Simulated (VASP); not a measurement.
# Pd (Fd-3m) in VASP: further runs, part 2 of 2

VASP 6.6.1.

## 4. Relaxation of cell and atoms, PBEsol

INCAR reads:

```
PREC     = Accurate       # precision mode
ENCUT    = 600            # plane-wave cutoff, eV
EDIFF    = 1E-6           # SCF threshold, eV
ISMEAR   = 0              # smearing method
SIGMA    = 0.1            # smearing width, eV
LREAL    = False          # projectors in reciprocal space
LASPH    = True           # aspherical terms in the spheres
NELM     = 80             # most SCF steps
ALGO     = Normal         # electronic algorithm
ISIF     = 3              # what is computed and relaxed
LWAVE    = False          # write WAVECAR
LCHARG   = False          # write CHGCAR
GGA      = PS             # functional
IBRION   = 2              # ionic algorithm
NSW      = 90             # ionic steps
EDIFFG   = -0.04          # ionic threshold
```

KPOINTS reads:

```
regular mesh
0
Gamma
  6 6 6
```

POSCAR reads:

```
Pd
1.0
    0.0000000000      2.5797633767      2.5797633767
    2.5797633767      0.0000000000      2.5797633767
    2.5797633767      2.5797633767      0.0000000000
Pd
2
Direct
    0.5000000000      0.5000000000      0.5000000000
    0.7500000000      0.7500000000      0.7500000000
```

Launch:

```console
$ cat potpaw_PBE.64/Pd/POTCAR > POTCAR
$ mpirun -np 1 vasp_std > vasp.out
```

It took 24 s on 1 thread of Intel Xeon 6975P-C (Granite Rapids), shared host; peak memory 0.17 GiB.

It converged, with:

* Free energy: -9.2440 eV
* Relaxed volume: 22.82 Å³/atom
* Relaxed cell: a = 4.012 Å, b = 4.012 Å, c = 4.012 Å, α = 60.00°, β = 60.00°, γ = 60.00°
* Space group after relaxing (to 0.05 Å): Fd-3m (No. 227)
* Energy gained by relaxing: 656.2 meV/atom
* Ionic steps: 5
* Pressure after relaxing: 0.0 GPa
* Band gap on the k mesh: zero (band 10 reaches 4.49 eV, above the bottom of band 11 at 4.22 eV)

The path:
```csv
step,energy change (eV),largest force (eV/Å),pressure (GPa),volume (Å³)
1,0.0000,0.0000,49.76,34.34
2,-0.0614,0.0000,-11.45,68.24
3,-1.3056,0.0000,-1.93,46.76
4,-1.3114,0.0000,-0.76,46.07
5,-1.3124,0.0000,-0.03,45.65
```

Final structure:
```cif
data_structure
_symmetry_space_group_name_H-M 'P 1'
_symmetry_Int_Tables_number 1
_cell_length_a 4.0115
_cell_length_b 4.0115
_cell_length_c 4.0115
_cell_angle_alpha 60.000
_cell_angle_beta 60.000
_cell_angle_gamma 60.000
_cell_volume 45.65
loop_
_atom_site_label
_atom_site_type_symbol
_atom_site_fract_x
_atom_site_fract_y
_atom_site_fract_z
_atom_site_occupancy
Pd1 Pd 0.50000 0.50000 0.50000 1
Pd2 Pd 0.75000 0.75000 0.75000 1
```

Levels at points of the mesh, in eV from the Fermi level:
```
           k point  band 7  band 8  band 9  band 10  band 11  band 12  band 13  band 14
(0.00, 0.00, 0.00)   -1.45   -1.45   -1.45    -0.16    -0.16    12.05    12.05    12.05
(0.50, 0.00, 0.00)   -1.10   -1.10   -0.35    -0.35    -0.23     1.35     8.77     8.77
(0.50, 0.50, 0.00)   -1.97   -1.97   -0.16    -0.16     1.97     1.97     4.83     4.83
```

Caveat: the volume moved by over 15 % at a fixed basis, so the end points are rough; the PAW data sets were made with another functional, which shifts forces and pressure a little.

## 5. Single point, PBEsol

This run uses another cell than the first one, of 22.96 Å³/atom, 1.337 times its volume.

INCAR reads:

```
  PREC = Accurate
  ENCUT = 520
  EDIFF = 1E-6
  ISMEAR = 0
  SIGMA = 0.1
  LREAL = False
  LASPH = True
  NELM = 80
  ALGO = Fast
  ISIF = 2
  LWAVE = False
  LCHARG = False
  GGA = PS
  NBANDS = 17
```

KPOINTS reads:

```
regular mesh
0
Gamma
  16 16 16
```

POSCAR reads:

```
Pd
1.0
    0.0000000000      2.8422752377      2.8422752377
    2.8422752377      0.0000000000      2.8422752377
    2.8422752377      2.8422752377      0.0000000000
Pd
2
Direct
    0.0000000000      0.0000000000      0.0000000000
    0.2500000000      0.2500000000      0.2500000000
```

Launch:

```console
$ cat potpaw_PBE.64/Pd/POTCAR > POTCAR
$ mpirun -np 1 vasp_std > vasp.out
```

Run time: 45 s. Hardware: 1 thread of Intel Xeon 6975P-C (Granite Rapids), shared host; peak memory 0.23 GiB.

It converged, with:

```yaml
Free_energy: -9.2457 eV
Pressure: -0.5 GPa
Band_gap_on_the_k_mesh: zero (band 10 reaches 4.50 eV, above the bottom of band 11 at 4.07 eV)
```

Levels at points of the mesh, in eV from the Fermi level:
| k point | band 6 | band 7 | band 8 | band 9 | band 10 | band 11 | band 12 | band 13 | band 14 | band 15 |
| --- | --- | --- | --- | --- | --- | --- | --- | --- | --- | --- |
| (0.00, 0.00, 0.00) | -3.46 | -1.43 | -1.43 | -1.43 | -0.15 | -0.15 | 12.01 | 12.01 | 12.01 | 12.45 |
| (0.50, 0.00, 0.00) | -3.23 | -1.08 | -1.08 | -0.34 | -0.34 | -0.22 | 1.35 | 8.74 | 8.74 | 10.59 |
| (0.50, 0.50, 0.00) | -2.05 | -1.95 | -1.95 | -0.15 | -0.15 | 1.96 | 1.96 | 4.83 | 4.83 | 9.70 |

Caveat: the PAW data sets were made with another functional, which shifts forces and pressure a little.

## 6. Relaxation of cell and atoms, PBEsol

This run uses another cell than the first one, of 22.88 Å³/atom, 1.333 times its volume.

INCAR reads:

```
SYSTEM = Pd
PREC = Accurate
ENCUT = 600
EDIFF = 1E-7
ISMEAR = 0
SIGMA = 0.1
LREAL = .False.
LASPH = .True.
NELM = 60
ALGO = Fast
ISIF = 3
LWAVE = .False.
LCHARG = .False.
GGA = PS
IBRION = 2
NSW = 100
EDIFFG = -0.01
```

KPOINTS reads:

```
Automatic mesh
0
Gamma
  16 16 16
  0 0 0
```

POSCAR reads:

```
Pd
1.0
    0.0000000000      2.8389838843      2.8389838843
    2.8389838843      0.0000000000      2.8389838843
    2.8389838843      2.8389838843      0.0000000000
Pd
2
Direct
    0.0000000000      0.0000000000      0.0000000000
    0.2500000000      0.2500000000      0.2500000000
```

Potentials or basis: VASP PAW PBE potentials, release 64 (Pd).

Launch:

```console
$ cat potpaw_PBE.64/Pd/POTCAR > POTCAR
$ mpirun -np 1 vasp_std > vasp.out
```

OUTCAR:

```text
SYSTEM = Pd
   PREC = Accurate
   ENCUT = 600
   EDIFF = 1E-7
   ISMEAR = 0
   LREAL = .False.
   LASPH = .True.
   NELM = 60
   ISIF = 3
   GGA = PS
   IBRION = 2
   NSW = 100
   EDIFFG = -0.01

 ion  position               nearest neighbor table
   1  0.000  0.000  0.000-   2 2.46   2 2.46   2 2.46   2 2.46
   2  0.250  0.250  0.250-   1 2.46   1 2.46   1 2.46   1 2.46

  LATTYP: Found a face centered cubic cell.
 ALAT       =     5.6779677686

  Lattice vectors:

 A1 = (   0.0000000000,   2.8389838843,   2.8389838843)
 A2 = (   2.8389838843,   0.0000000000,   2.8389838843)
 A3 = (   2.8389838843,   2.8389838843,   0.0000000000)

Analysis of symmetry for initial positions (statically):
=====================================================================
 Subroutine PRICEL returns:
 Original cell was already a primitive cell.

 Routine SETGRP: Setting up the symmetry group for a
 face centered cubic supercell.

 Subroutine GETGRP returns: Found 48 space group operations
 (whereof 24 operations were pure point group operations)
 out of a pool of 48 trial point group operations.

The static configuration has the point symmetry T_d .
 The point group associated with its full space group is O_h .

Analysis of symmetry for dynamics (positions and initial velocities):
=====================================================================
 Subroutine PRICEL returns:
 Original cell was already a primitive cell.

 Routine SETGRP: Setting up the symmetry group for a
 face centered cubic supercell.

 Subroutine GETGRP returns: Found 48 space group operations
 (whereof 24 operations were pure point group operations)
 out of a pool of 48 trial point group operations.

The dynamic configuration has the point symmetry T_d .
 The point group associated with its full space group is O_h .

 Subroutine INISYM returns: Found 48 space group operations
 (whereof 24 operations are pure point group operations),
 and found     1 'primitive' translations

----------------------------------------------------------------------------------------

                                     Primitive cell

  volume of cell :      45.7635

  direct lattice vectors                    reciprocal lattice vectors
     0.000000000  2.838983884  2.838983884    -0.176119351  0.176119351  0.176119351
     2.838983884  0.000000000  2.838983884     0.176119351 -0.176119351  0.176119351
     2.838983884  2.838983884  0.000000000     0.176119351  0.176119351 -0.176119351

  length of vectors
     4.014929513  4.014929513  4.014929513     0.305047665  0.305047665  0.305047665

  position of ions in fractional coordinates (direct lattice)
     0.000000000  0.000000000  0.000000000
     0.250000000  0.250000000  0.250000000

  ion indices of the primitive-cell ions
   primitive index   ion index
                 1           1
                 2           2

----------------------------------------------------------------------------------------
[... 53 lines left out ...]
   number of dos      NEDOS =    301   number of ions     NIONS =      2
   total plane-waves  NPLWV =  32768
   dimension x,y,z NGX =    32 NGY =   32 NGZ =   32
   dimension x,y,z NGXF=    64 NGYF=   64 NGZF=   64
   ions per type =               2
   NGX,Y,Z   is equivalent  to a cutoff of  13.25, 13.25, 13.25 a.u.
   NGXF,Y,Z  is equivalent  to a cutoff of  26.50, 26.50, 26.50 a.u.
 SYSTEM =  Pd
   PREC   = accura    normal or accurate (medium, high low for compatibility)
   ISTART =      0    job   : 0-new  1-cont  2-samecut
   ICHARG =      2    charge: 1-file 2-atom 10-const
   ISPIN  =      1    spin polarized calculation?
   LNONCOLLINEAR =      F non collinear calculations
   LSORBIT =      F    spin-orbit coupling
   LASPH  =      T    aspherical Exc in radial PAW
   ENCUT  =  600.0 eV  44.10 Ry    6.64 a.u.   8.02  8.02  8.02*2*pi/ulx,y,z
   NELM   =     60;   NELMIN=  2; NELMDL= -5     # of ELM steps
   EDIFF  = 0.1E-06   stopping-criterion for ELM
   LREAL  =      F    real-space projection
   EDIFFG = -.1E-01   stopping-criterion for IOM
   NSW    =    100    number of steps for IOM
   IBRION =      2    ionic relax: 0-MD 1-quasi-New 2-CG
   NFREE  =      1    steps in history (QN), initial steepest desc. (CG)
   ISIF   =      3    stress and relaxation
   ISYM   =      2    0-nonsym 1-usesym 2-fastsym
   POTIM  = 0.5000    time-step for ionic-motion
   TEBEG  =    0.0;   TEEND  =   0.0 temperature during run
   PSTRESS=    0.0 pullay stress
   NELECT =      20.0000    total number of electrons
   NUPDOWN=      -1.0000    fix difference up-down
   EMIN   =  10.00;   EMAX   =-10.00  energy-range for DOS
   EFERMI =   0.00;   METHOD = LEGACY
   ISMEAR =     0;   SIGMA  =   0.10  broadening in eV -4-tet -1-fermi 0-gaus
   EFERMI_NEDOS =   21; number of points for ismear=-14 and -15
   IALGO  =     68    algorithm
   IMIX   =      4    mixing-type and parameters
     AMIX     =   0.40;   BMIX     =  1.00
     AMIX_MAG =   1.60;   BMIX_MAG =  1.00
  volume/ion in A,a.u.               =      22.88       154.41
  Fermi-wavevector in a.u.,A,eV,Ry     =   1.242354  2.347708 20.999811  1.543443
  Thomas-Fermi vector in A             =   2.376712
   LORBIT       =      0    0 simple, 1 ext, 2 COOP (PROOUT), +10 PAW based schemes
   GGA     = PS    functional components
   LHFCALC =     F    Hartree Fock is set to
   AEXX    =    0.0000 exact exchange contribution
   IVDW    =     0    specifies the selected vdW correction
   LEPSILON=     F    determine dielectric tensor
   LRPA    =     F    only Hartree local field effects (RPA)
 conjugate gradient relaxation of ions
 non-spin polarized calculation
 RMM-DIIS sequential band-by-band and
 Gauss-broadening in eV      SIGMA  =   0.10
  energy-cutoff  :      600.00
  volume of cell :       45.76
 maximum number of plane-waves:      1550
   NGX = 17   NGY = 17   NGZ = 17

--------------------------------------- Ionic step        1  -------------------------------------------

 number of electron      19.9999997 magnetization

 Free energy of the ion-electron system (eV)
  ---------------------------------------------------
  ext. energy  EPLUGINS =         0.00000000
  ---------------------------------------------------
  free energy    TOTEN  =        -9.24591934 eV

  energy without entropy =       -9.20643608  energy(sigma->0) =       -9.22617771

------------------------ aborting loop because EDIFF is reached ----------------------------------------

  FORCE on cell =-STRESS in cart. coord.  units (eV):
  Direction    XX          YY          ZZ          XY          YZ          ZX
  --------------------------------------------------------------------------------------
  -------------------------------------------------------------------------------------
  Total       -0.0441263     -0.0441263     -0.0441263     -0.0000000      0.0000000     -0.0000000
  in kB       -1.5448600     -1.5448600     -1.5448600     -0.0000000      0.0000000     -0.0000000
  external PRESSURE =      -1.5448600 kB  Pullay stress =       0.0000000 kB
[... 59 lines left out ...]
--------------------------------------- Ionic step        3  -------------------------------------------

 number of electron      19.9999997 magnetization

 Free energy of the ion-electron system (eV)
  ---------------------------------------------------
  ext. energy  EPLUGINS =         0.00000000
  ---------------------------------------------------
  free energy    TOTEN  =        -9.24597172 eV

  energy without entropy =       -9.20655352  energy(sigma->0) =       -9.22626262

 E-fermi :   4.4514     XC(G=0): -10.5138

 val. band max:        4.4481478115   @ k =  -0.3750   0.3125   0.1250
 cond. band min:       4.4525132460   @ k =  -0.3125   0.1875   0.0000
 fundamental gap:      0.0043654345
 Fermi energy:         4.4513572743

 k-point     1 :       0.0000    0.0000    0.0000
  band No.  band energies     occupation
      1      -0.4449      2.00000
      2       0.8127      2.00000
      3       0.8127      2.00000
      4       0.9685      2.00000
      5       0.9685      2.00000
      6       0.9685      2.00000
      7       3.0082      2.00000
      8       3.0082      2.00000
      9       3.0082      2.00000
     10       4.2998      1.96790
     11       4.2998      1.96790
     12      16.5031      0.00000
     13      16.5031      0.00000
     14      16.5031      0.00000
[... 377 lines left out ...]
      1      -0.2872      2.00000
      2       0.6562      2.00000
      3       0.7740      2.00000
      4       0.9646      2.00000
      5       1.0614      2.00000
      6       1.1643      2.00000
      7       2.9117      2.00000
      8       2.9512      2.00000
      9       3.0681      2.00000
     10       4.2624      1.99245
     11       4.3367      1.89495
     12      14.4276      0.00000
     13      14.5180      0.00000
     14      16.4155      0.00000

 [... further k-points ...]
[... 5 lines left out ...]
  --------------------------------------------------------------------------------------
  -------------------------------------------------------------------------------------
  Total        0.0021235      0.0021235      0.0021235     -0.0000000     -0.0000000      0.0000000
  in kB        0.0745065      0.0745065      0.0745065     -0.0000000     -0.0000000      0.0000000
  external PRESSURE =       0.0745065 kB  Pullay stress =       0.0000000 kB
[... 17 lines left out ...]
  FREE ENERGIE OF THE ION-ELECTRON SYSTEM (eV)
  ---------------------------------------------------
  free  energy   TOTEN  =        -9.2459717249 eV

  energy  without entropy=       -9.2065535214  energy(sigma->0) =       -9.22626262

 reached required accuracy - stopping structural energy minimisation
```

OSZICAR:

```text
N       E                     dE             d eps       ncg     rms          rms(c)
DAV:   1     0.116778173007E+03    0.11678E+03   -0.10535E+04  4060   0.146E+03
DAV:   2    -0.713707594086E+01   -0.12392E+03   -0.11703E+03  4474   0.281E+02
[... 23 lines left out ...]
   2 F= -.92459576E+01 E0= -.92262635E+01  d E =-.382349E-04
       N       E                     dE             d eps       ncg     rms          rms(c)
DAV:   1    -0.924633730637E+01   -0.37980E-03   -0.51484E-03  4228   0.752E-01    0.132E-01
RMM:   2    -0.924598256051E+01    0.35475E-03   -0.14882E-03  4060   0.351E-01    0.466E-02
RMM:   3    -0.924597307818E+01    0.94823E-05   -0.62716E-05  4060   0.723E-02    0.195E-02
RMM:   4    -0.924597170204E+01    0.13761E-05   -0.69768E-06  4060   0.230E-02    0.165E-03
RMM:   5    -0.924597172487E+01   -0.22833E-07   -0.63238E-07  3676   0.627E-03
   3 F= -.92459717E+01 E0= -.92262626E+01  d E =-.523876E-04
```

CONTCAR:

```text
Pd
   1.00000000000000
    -0.0000000000000000    2.8369164321953044    2.8369164321953044
     2.8369164321953044   -0.0000000000000000    2.8369164321953044
     2.8369164321953044    2.8369164321953044   -0.0000000000000000
  Pd
     2
Direct
     0.0000000000000000    0.0000000000000000    0.0000000000000000
     0.2500000000000000    0.2500000000000000    0.2500000000000000

  0.00000000E+00  0.00000000E+00  0.00000000E+00
  0.00000000E+00  0.00000000E+00  0.00000000E+00
```

Run time: 62 s. Hardware: 1 thread of Intel Xeon 6975P-C (Granite Rapids), shared host; peak memory 0.26 GiB.

Results:

| Item | Value |
| --- | --- |
| Free energy | -9.2460 eV |
| Relaxed volume | 22.83 Å³/atom |
| Relaxed cell | a = 4.012 Å, b = 4.012 Å, c = 4.012 Å, α = 60.00°, β = 60.00°, γ = 60.00° |
| Space group after relaxing (to 0.05 Å) | Fd-3m (No. 227) |
| Energy gained by relaxing | 0.0 meV/atom |
| Ionic steps | 3 |
| Pressure after relaxing | 0.0 GPa |
| Band gap on the k mesh | zero (band 10 reaches 4.56 eV, above the bottom of band 11 at 4.13 eV) |

Final structure:
```xyz
2
Lattice="0.0000 2.8369 2.8369 2.8369 0.0000 2.8369 2.8369 2.8369 0.0000" Properties=species:S:1:pos:R:3 pbc="T T T"
Pd    0.0000    0.0000    0.0000
Pd    1.4185    1.4185    1.4185
```

Caveat: the PAW data sets were made with another functional, which shifts forces and pressure a little.

## 7. Overview

```tsv
task	cell	k mesh	cutoff (eV)	gap on the mesh (eV)	pressure (GPa)	relaxed volume (Å³/atom)
single point	a = 3.648 Å, angles 60.0°, 2 atoms	6 × 6 × 6	520	none	49.8	-
single point	a = 4.015 Å, angles 60.0°, 2 atoms	6 × 6 × 6	520	none	-0.2	-
relaxation of cell and atoms	relaxed from a = 3.648 Å, angles 60.0°, 2 atoms	6 × 6 × 6	600	none	0.0	22.82
single point	a = 4.020 Å, angles 60.0°, 2 atoms	16 × 16 × 16	520	none	-0.5	-
relaxation of cell and atoms	relaxed from a = 4.015 Å, angles 60.0°, 2 atoms	16 × 16 × 16	600	none	0.0	22.83
```

Alike in all rows: level PBEsol; potentials or basis VASP PAW PBE potentials, release 64 (Pd); no spin polarisation; smearing gaussian 0.1 eV.

Caveats: the PAW data sets were made with another functional, which shifts forces and pressure a little; the volume moved by over 15 % at a fixed basis, so the end points are rough (some runs).

Total energies depend on the potentials used, so only differences within one code and one set of settings carry meaning.
